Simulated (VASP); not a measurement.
# Ga in VASP: further runs

Runs on Ga. Level: PBE. Tasks: single point.

All numbers are computed with VASP 6.6.1; they aren't measurements. Logs are shortened: lines on timing, memory, paths and dates and some standing lists are left out, and cuts for length are marked.

## 1. The cell of the first run

The typed cell holds 1 atom: a = 2.769 Å, b = 2.769 Å, c = 2.770 Å, α = 90.00°, β = 90.00°, γ = 90.00°.

This isn't the form of Ga at room conditions, which is orthorhombic.

## 2. Single point, PBE (21.25 Å³/atom)

INCAR reads:

```
SYSTEM = Ga
PREC = Accurate
ENCUT = 520
EDIFF = 1E-7
ISMEAR = 0
SIGMA = 0.1
LREAL = .FALSE.
LASPH = .TRUE.
NELM = 100
ALGO = Fast
ISIF = 2
LWAVE = .FALSE.
LCHARG = .FALSE.
GGA = PE
NBANDS = 12
```

KPOINTS reads:

```
regular mesh
0
G
  20 20 20
  0 0 0
```

POSCAR reads:

```
Ga
1.0
    2.7694307270      0.0000000000      0.0000000000
    0.0000000000      2.7694307270      0.0000000000
    0.0000000000      0.0000000000      2.7704007620
Ga
1
Direct
    0.5000000000      0.5000000000      0.5000000000
```

Potentials or basis: VASP PAW PBE potentials, release 64 (Ga_d).

Command:

```sh
$ cat potpaw_PBE.64/Ga_d/POTCAR > POTCAR
$ mpirun -np 1 vasp_std > vasp.out
```

OUTCAR:

```text
SYSTEM = Ga
   PREC = Accurate
   ENCUT = 520
   EDIFF = 1E-7
   ISMEAR = 0
   LREAL = .FALSE.
   LASPH = .TRUE.
   NELM = 100
   ISIF = 2
   GGA = PE

 ion  position               nearest neighbor table
   1  0.500  0.500  0.500-

  LATTYP: Found a simple tetragonal cell.
 ALAT       =     2.7694307270
 C/A-ratio  =     1.0003502651

  Lattice vectors:

 A1 = (   2.7694307270,   0.0000000000,   0.0000000000)
 A2 = (   0.0000000000,   2.7694307270,   0.0000000000)
 A3 = (   0.0000000000,   0.0000000000,   2.7704007620)

Analysis of symmetry for initial positions (statically):
=====================================================================
 Subroutine PRICEL returns:
 Original cell was already a primitive cell.

 Routine SETGRP: Setting up the symmetry group for a
 simple tetragonal supercell.

 Subroutine GETGRP returns: Found 16 space group operations
 (whereof 16 operations were pure point group operations)
 out of a pool of 16 trial point group operations.

The static configuration has the point symmetry D_4h.

Analysis of symmetry for dynamics (positions and initial velocities):
=====================================================================
 Subroutine PRICEL returns:
 Original cell was already a primitive cell.

 Routine SETGRP: Setting up the symmetry group for a
 simple tetragonal supercell.

 Subroutine GETGRP returns: Found 16 space group operations
 (whereof 16 operations were pure point group operations)
 out of a pool of 16 trial point group operations.

The dynamic configuration has the point symmetry D_4h.

 Subroutine INISYM returns: Found 16 space group operations
 (whereof 16 operations are pure point group operations),
 and found     1 'primitive' translations

----------------------------------------------------------------------------------------

                                     Primitive cell

  volume of cell :      21.2483

  direct lattice vectors                    reciprocal lattice vectors
     2.769430727  0.000000000  0.000000000     0.361085038  0.000000000  0.000000000
     0.000000000  2.769430727  0.000000000     0.000000000  0.361085038  0.000000000
     0.000000000  0.000000000  2.770400762     0.000000000  0.000000000  0.360958607

  length of vectors
     2.769430727  2.769430727  2.770400762     0.361085038  0.361085038  0.360958607

  position of ions in fractional coordinates (direct lattice)
     0.500000000  0.500000000  0.500000000

  ion indices of the primitive-cell ions
   primitive index   ion index
                 1           1

----------------------------------------------------------------------------------------

 KPOINTS: regular mesh

Automatic generation of k-mesh.
 Grid dimensions read from file:
 generate k-points for:   20   20   20

 Generating k-lattice:

  Cartesian coordinates                     Fractional coordinates (reciprocal lattice)
     0.018054252  0.000000000  0.000000000     0.050000000  0.000000000  0.000000000
     0.000000000  0.018054252  0.000000000     0.000000000  0.050000000  0.000000000
     0.000000000  0.000000000  0.018047930     0.000000000  0.000000000  0.050000000

  Length of vectors
     0.018054252  0.018054252  0.018047930

  Shift w.r.t. Gamma in fractional coordinates (k-lattice)
     0.000000000  0.000000000  0.000000000

 Subroutine IBZKPT returns following result:
 ===========================================

 Found    726 irreducible k-points:

 Following reciprocal coordinates:
            Coordinates               Weight
  0.000000  0.000000  0.000000      1.000000
  0.050000  0.000000  0.000000      4.000000
  0.100000  0.000000  0.000000      4.000000
  0.150000  0.000000  0.000000      4.000000
  0.200000  0.000000  0.000000      4.000000
  0.250000  0.000000  0.000000      4.000000
[... 16 lines left out ...]
  0.150000  0.100000  0.000000      8.000000
  0.200000  0.100000  0.000000      8.000000
 [... further k-points ...]
   k-points           NKPTS =    726   k-points in BZ     NKDIM =    726   number of bands    NBANDS=     12
   number of dos      NEDOS =    301   number of ions     NIONS =      1
   total plane-waves  NPLWV =  13824
   dimension x,y,z NGX =    24 NGY =   24 NGZ =   24
   dimension x,y,z NGXF=    48 NGYF=   48 NGZF=   48
   ions per type =               1
   NGX,Y,Z   is equivalent  to a cutoff of  14.41, 14.41, 14.40 a.u.
   NGXF,Y,Z  is equivalent  to a cutoff of  28.81, 28.81, 28.80 a.u.
 SYSTEM =  Ga
   PREC   = accura    normal or accurate (medium, high low for compatibility)
   ISTART =      0    job   : 0-new  1-cont  2-samecut
   ICHARG =      2    charge: 1-file 2-atom 10-const
   ISPIN  =      1    spin polarized calculation?
   LNONCOLLINEAR =      F non collinear calculations
   LSORBIT =      F    spin-orbit coupling
   LASPH  =      T    aspherical Exc in radial PAW
   ENCUT  =  520.0 eV  38.22 Ry    6.18 a.u.   5.15  5.15  5.15*2*pi/ulx,y,z
   NELM   =    100;   NELMIN=  2; NELMDL= -5     # of ELM steps
   EDIFF  = 0.1E-06   stopping-criterion for ELM
   LREAL  =      F    real-space projection
   EDIFFG = 0.1E-05   stopping-criterion for IOM
   NSW    =      0    number of steps for IOM
   IBRION =     -1    ionic relax: 0-MD 1-quasi-New 2-CG
   NFREE  =      0    steps in history (QN), initial steepest desc. (CG)
   ISIF   =      2    stress and relaxation
   ISYM   =      2    0-nonsym 1-usesym 2-fastsym
   POTIM  = 0.5000    time-step for ionic-motion
   TEBEG  =    0.0;   TEEND  =   0.0 temperature during run
   PSTRESS=    0.0 pullay stress
   NELECT =      13.0000    total number of electrons
   NUPDOWN=      -1.0000    fix difference up-down
   EMIN   =  10.00;   EMAX   =-10.00  energy-range for DOS
   EFERMI =   0.00;   METHOD = LEGACY
   ISMEAR =     0;   SIGMA  =   0.10  broadening in eV -4-tet -1-fermi 0-gaus
   EFERMI_NEDOS =   21; number of points for ismear=-14 and -15
   IALGO  =     68    algorithm
   IMIX   =      4    mixing-type and parameters
     AMIX     =   0.40;   BMIX     =  1.00
     AMIX_MAG =   1.60;   BMIX_MAG =  1.00
  volume/ion in A,a.u.               =      21.25       143.39
  Fermi-wavevector in a.u.,A,eV,Ry     =   1.389786  2.626316 26.279740  1.931506
  Thomas-Fermi vector in A             =   2.513784
   LORBIT       =      0    0 simple, 1 ext, 2 COOP (PROOUT), +10 PAW based schemes
   GGA     = PE    functional components
   LHFCALC =     F    Hartree Fock is set to
   AEXX    =    0.0000 exact exchange contribution
   IVDW    =     0    specifies the selected vdW correction
   LEPSILON=     F    determine dielectric tensor
   LRPA    =     F    only Hartree local field effects (RPA)
 non-spin polarized calculation
 RMM-DIIS sequential band-by-band and
 Gauss-broadening in eV      SIGMA  =   0.10
  energy-cutoff  :      520.00
  volume of cell :       21.25
 maximum number of plane-waves:       591
 NGX is ok and might be reduce to    24
   NGX = 11   NGY = 11   NGZ = 11

 number of electron      12.9999995 magnetization

 Free energy of the ion-electron system (eV)
  ---------------------------------------------------
  ext. energy  EPLUGINS =         0.00000000
  ---------------------------------------------------
  free energy    TOTEN  =        -2.81878866 eV

  energy without entropy =       -2.81583334  energy(sigma->0) =       -2.81731100

 E-fermi :   4.2958     XC(G=0): -10.3561

 val. band max:        4.2745392943   @ k =   0.3500   0.3000   0.5000
 cond. band min:       4.2963503550   @ k =   0.4500   0.0000   0.5000
 fundamental gap:      0.0218110606
 Fermi energy:         4.2957822982

 k-point     1 :       0.0000    0.0000    0.0000
  band No.  band energies     occupation
      1     -10.7583      2.00000
      2     -10.7580      2.00000
      3     -10.3118      2.00000
      4     -10.3118      2.00000
      5     -10.3116      2.00000
      6      -5.8935      2.00000
      7      12.8396      0.00000
      8      12.8528      0.00000
      9      12.8528      0.00000
     10      15.7999      0.00000
     11      15.8075      0.00000
     12      17.9495      0.00000

 k-point     2 :       0.0500    0.0000    0.0000
  band No.  band energies     occupation
      1     -10.7573      2.00000
      2     -10.7506      2.00000
      3     -10.3148      2.00000
      4     -10.3146      2.00000
      5     -10.3116      2.00000
      6      -5.8451      2.00000
      7      12.0066      0.00000
      8      12.8894      0.00000
      9      12.9026      0.00000
     10      15.8436      0.00000
     11      16.4542      0.00000
     12      18.2674      0.00000

 k-point     3 :       0.1000    0.0000    0.0000
  band No.  band energies     occupation
      1     -10.7549      2.00000
      2     -10.7288      2.00000
      3     -10.3236      2.00000
      4     -10.3233      2.00000
      5     -10.3108      2.00000
      6      -5.6997      2.00000
      7      10.4752      0.00000
      8      13.0378      0.00000
      9      13.0511      0.00000
     10      15.9691      0.00000
     11      17.1286      0.00000
     12      19.4823      0.00000
[... 286 lines left out ...]
 k-point    23 :       0.1500    0.1000    0.0000
  band No.  band energies     occupation
      1     -10.7317      2.00000
      2     -10.6808      2.00000
      3     -10.3508      2.00000
      4     -10.3362      2.00000
      5     -10.3212      2.00000
      6      -5.2630      2.00000
      7       9.0218      0.00000
      8      10.9653      0.00000
      9      13.4799      0.00000
     10      16.9272      0.00000
     11      19.5309      0.00000
     12      21.4213      0.00000

 k-point    24 :       0.2000    0.1000    0.0000
  band No.  band energies     occupation
      1     -10.7259      2.00000
      2     -10.6394      2.00000
      3     -10.3693      2.00000
      4     -10.3532      2.00000
      5     -10.3197      2.00000
      6      -4.9221      2.00000
      7       7.4603      0.00000
      8      11.2783      0.00000
      9      13.8128      0.00000
     10      17.2281      0.00000
     11      19.8051      0.00000
     12      23.0411      0.00000

 [... further k-points ...]

------------------------ aborting loop because EDIFF is reached ----------------------------------------

  FORCE on cell =-STRESS in cart. coord.  units (eV):
  Direction    XX          YY          ZZ          XY          YZ          ZX
  --------------------------------------------------------------------------------------
  -------------------------------------------------------------------------------------
  Total       -0.2859508     -0.2859508     -0.2885361      0.0000000     -0.0000000     -0.0000000
  in kB      -21.5614640    -21.5614640    -21.7564024      0.0000000     -0.0000000     -0.0000000
  external PRESSURE =     -21.6264435 kB  Pullay stress =       0.0000000 kB

 VOLUME and BASIS-vectors are now :
 -----------------------------------------------------------------------------
  energy-cutoff  :      520.00
  volume of cell :       21.25
      direct lattice vectors                 reciprocal lattice vectors
     2.769430727  0.000000000  0.000000000     0.361085038  0.000000000  0.000000000
     0.000000000  2.769430727  0.000000000     0.000000000  0.361085038  0.000000000
     0.000000000  0.000000000  2.770400762     0.000000000  0.000000000  0.360958607

 POSITION                                       TOTAL-FORCE (eV/Angst)
 -----------------------------------------------------------------------------------
      1.38472      1.38472      1.38520         0.000000      0.000000      0.000000
 -----------------------------------------------------------------------------------
    total drift:                                0.000000     -0.000000     -0.000000

  FREE ENERGIE OF THE ION-ELECTRON SYSTEM (eV)
  ---------------------------------------------------
  free  energy   TOTEN  =        -2.8187886559 eV

  energy  without entropy=       -2.8158333373  energy(sigma->0) =       -2.81731100
```

Run time: 3.3 min. Hardware: 1 thread of Intel Xeon 8259CL, shared host; peak memory 0.29 GiB.

Results:

| Quantity | Value |
| --- | --- |
| Free energy | -2.8188 eV |
| Pressure | -2.2 GPa |
| Band gap on the k mesh | zero (an odd number of electrons rules out a gap without spin polarisation) |

## 3. Single point, PBE (22.05 Å³/atom)

This run uses another cell than the first one, of 22.05 Å³/atom.

INCAR reads:

```
  PREC = Accurate
  ENCUT = 520
  EDIFF = 1E-7
  ISMEAR = 0
  SIGMA = 0.1
  LREAL = False
  LASPH = True
  NELM = 60
  ALGO = Fast
  ISIF = 2
  LWAVE = False
  LCHARG = False
  GGA = PE
  NBANDS = 12
```

KPOINTS reads:

```
regular mesh
0
Gamma
  20 20 20
```

POSCAR reads:

```
Ga
1.0
    2.8038371113      0.0000000000      0.0000000000
    0.0000000000      2.8038371113      0.0000000000
    0.0000000000      0.0000000000      2.8048191977
Ga
1
Direct
    0.5000000000      0.5000000000      0.5000000000
```

Potentials or basis: VASP PAW PBE potentials, release 64 (Ga_d).

Command:

```sh
$ cat potpaw_PBE.64/Ga_d/POTCAR > POTCAR
$ mpirun -np 1 vasp_std > vasp.out
```

It took 3.3 min on 1 thread of Intel Xeon 8259CL, shared host; peak memory 0.3 GiB.

Results (log left out):

```yaml
Free_energy: -2.8049 eV
Pressure: -3.3 GPa
Band_gap_on_the_k_mesh: zero (an odd number of electrons rules out a gap without spin polarisation)
```

Levels at points of the mesh, in eV from the Fermi level:
```csv
k point,band 4,band 5,band 6,band 7,band 8,band 9,band 10,band 11
"(0.00, 0.00, 0.00)",-14.62,-14.62,-9.97,8.29,8.31,8.31,11.27,11.28
"(0.50, 0.00, 0.00)",-14.73,-14.61,-6.08,-3.69,11.33,11.34,14.66,15.55
"(0.50, 0.50, 0.00)",-14.71,-14.51,-2.03,-0.55,-0.55,4.20,14.36,19.44
"(0.00, 0.00, 0.50)",-14.73,-14.61,-6.08,-3.69,11.34,11.34,14.67,15.56
"(0.50, 0.00, 0.50)",-14.71,-14.51,-2.04,-0.56,-0.55,4.20,14.37,19.45
"(0.50, 0.50, 0.50)",-14.50,-14.50,2.41,2.41,2.42,2.66,7.90,7.90
```

Caveat: the cell stands under tension.
